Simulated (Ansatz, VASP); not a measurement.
**One calculation of Bi, two programs**

```
CELL_PARAMETERS angstrom
5.47128 0.00000 0.00000
-2.73564 4.73826 0.00000
0.00000 0.00000 13.73820
ATOMIC_POSITIONS crystal
Bi 0.00000 0.00000 0.11285
Bi 0.00000 0.00000 0.61285
Bi 0.00000 0.00000 0.38715
Bi 0.00000 0.00000 0.88715
Bi 0.33333 0.66667 0.13783
Bi 0.66667 0.33333 0.63783
Bi 0.33333 0.66667 0.36217
Bi 0.66667 0.33333 0.86217
```

Alike in both runs: functional PBE; k mesh 6 × 6 × 2; occupations gaussian, width 0.1 eV; no spin polarisation.

Ansatz relaxed the structure, and its values are those at the end. VASP's run is a single point on that final structure, the one shown.

|  | VASP | Ansatz |
| --- | --- | --- |
| version | VASP 6.6.1 | Ansatz 0.2.0 |
| potentials or method | VASP PAW PBE potentials, release 64 (Bi_d), cutoff 520 eV | scalar-relativistic, plane waves, PAW |
| valence electrons in the cell | 120 | 120 |

```csv
,VASP,Ansatz,Ansatz less VASP
gap on the k mesh at the Fermi level (eV),none,none,-
pressure (GPa),-0.1,0.0,+0.07
rms of the force components (eV/Å),0.004,0.004,0.0000
```

A gap of «none» marks a metal or a gap that the smearing closes. The functional is the same, so the differences come from potentials, cutoffs and numerics.

Neither program's run includes spin-orbit coupling.
